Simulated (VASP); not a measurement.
# Cd: relaxation of cell and atoms with BLYP

Cd:

```xyz
1
Lattice="-1.6564 1.6564 1.6564 1.6564 -1.6564 1.6564 1.6564 1.6564 -1.6564" Properties=species:S:1:pos:R:3 pbc="T T T"
Cd    0.0000    0.0000    0.0000
```

This isn't the form of Cd at room conditions, which is hcp.

```json
{
 "Program": "VASP 6.6.1",
 "Task": "relaxation of cell and atoms",
 "Functional": "BLYP",
 "Potentials or basis": "VASP PAW PBE potentials, release 64 (Cd)",
 "Cutoff": "600 eV",
 "k mesh": "10 × 10 × 10",
 "Occupations": "fermi-dirac, width 0.15 eV",
 "Spin": "no spin polarisation",
 "Dipole correction": "no",
 "Further INCAR settings": "ALGO = Normal; EDIFF = 1e-07; IBRION = 2; EDIFFG = -0.01; NSW = 60; ISIF = 3"
}
```

```
Relaxed volume                        : 27.75 Å³/atom
Relaxed cell                          : a = 3.303 Å, b = 3.303 Å, c = 3.303 Å, α = 109.47°, β = 109.47°, γ = 109.47°
Space group after relaxing (to 0.1 Å) : Im-3m (No. 229)
Energy gained by relaxing             : 494.4 meV/atom
Ionic steps                           : 2
Pressure after relaxing               : 0.0 GPa
Band gap on the k mesh                : zero (bands 6 and 7 overlap by 4.36 eV)
```

The path:
```
step  energy change (eV)  largest force (eV/Å)  pressure (GPa)  volume (Å³)
   1              0.0000                0.0000           27.67        18.18
   2             -0.4944                0.0000           -0.02        27.75
```

Final structure:
```cif
data_structure
_symmetry_space_group_name_H-M 'P 1'
_symmetry_Int_Tables_number 1
_cell_length_a 3.3035
_cell_length_b 3.3035
_cell_length_c 3.3035
_cell_angle_alpha 109.471
_cell_angle_beta 109.471
_cell_angle_gamma 109.471
_cell_volume 27.75
loop_
_atom_site_label
_atom_site_type_symbol
_atom_site_fract_x
_atom_site_fract_y
_atom_site_fract_z
_atom_site_occupancy
Cd1 Cd 0.00000 0.00000 0.00000 1
```

Levels at points of the mesh, in eV from the Fermi level:
| k point | band 4 | band 5 | band 6 | band 7 | band 8 | band 9 |
| --- | --- | --- | --- | --- | --- | --- |
| (0.00, 0.00, 0.00) | -8.32 | -8.32 | -7.13 | 13.03 | 13.03 | 13.03 |
| (0.50, 0.00, 0.00) | -8.32 | -8.06 | -1.29 | -1.10 | 7.86 | 9.19 |
| (0.50, 0.50, 0.50) | -8.12 | -8.12 | 3.26 | 3.26 | 3.26 | 3.56 |

Wall time 21 s on 1 thread of AMD EPYC 7R13 Processor (Zen 3) (shared host), peak memory 0.11 GiB.

Caveat: the volume moved by over 15 % at a fixed basis, so the end points are rough; the PAW data sets were made with another functional, which shifts forces and pressure a little.
